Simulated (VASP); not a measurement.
Runs of VASP 6.6.1 on Ag. The structure is that of space group Fm-3m (No. 225), or close to it. The cells are those of the table. 

| cell | gap on the mesh (eV) | pressure (GPa) |
| --- | --- | --- |
| a = 2.853, b = 2.853, c = 2.889 Å, angles 59.6, 59.6, 60.8°, 1 atom | none | 8.0 |
| a = 3.018, b = 3.018, c = 2.889 Å, angles 61.4, 61.4, 57.2°, 1 atom | none | (a) |
| a = 2.962, b = 2.962, c = 2.889 Å, angles 60.8, 60.8, 58.4°, 1 atom | none | -0.1 |
| a = 3.000, b = 3.000, c = 2.889 Å, angles 61.2, 61.2, 57.6°, 1 atom | none | (b) |
| a = 2.926, b = 2.926, c = 2.889 Å, angles 60.4, 60.4, 59.2°, 1 atom | none | 2.1 |

Alike in all rows: task single point; level PBE; potentials or basis VASP PAW PBE potentials, release 64 (Ag); no spin polarisation; k mesh 10 × 10 × 10; cutoff (eV) 520; smearing gaussian 0.15 eV.

**Question.** Fill in the values left out.

**Answer.** (a) -2.8; (b) -2.0.

A k mesh can miss the band edges, and the runs leave out spin-orbit coupling on Ag.

A gap of «none» marks levels without a gap at the run's occupations.
